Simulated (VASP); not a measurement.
Input of a VASP 6.6.1 run:

The input INCAR:

```
PREC = Accurate
ENCUT = 600
EDIFF = 1E-6
ISMEAR = 0
SIGMA = 0.1
LREAL = False
LASPH = True
NELM = 100
ALGO = Normal
ISIF = 3
LWAVE = False
LCHARG = False
GGA = PE
IBRION = 2
NSW = 100
EDIFFG = -0.01
```

File KPOINTS:

```
regular mesh
0
Gamma
  12 12 6
```

File POSCAR:

```
Zr3H
1.0
    3.1942615457      0.0000000000      0.0000000000
   -1.5971307728      2.7663116449      0.0000000000
    0.0000000000      0.0000000000      8.1603099275
Zr H
3 1
Direct
    0.0000000000      0.0000000000      0.9665223838
    0.3333333333      0.6666666667      0.2758718659
    0.3333333333      0.6666666667      0.6371792801
    0.6666666667      0.3333333333      0.7969684302
```

Potentials or basis: VASP PAW PBE potentials, release 64 (Zr_sv, H).

Command:

```sh
$ cat potpaw_PBE.64/Zr_sv/POTCAR potpaw_PBE.64/H/POTCAR > POTCAR
$ mpirun -np 1 vasp_std > vasp.out
```

Predict the relaxed volume.

18.01 Å³/atom.

What does it give for the band gap on the k mesh?

Zero (an odd number of electrons rules out a gap without spin polarisation).

Stress tensor (GPa, compression positive):
```
-0.07  0.00  0.00
 0.00 -0.07  0.00
 0.00  0.00  0.03
```
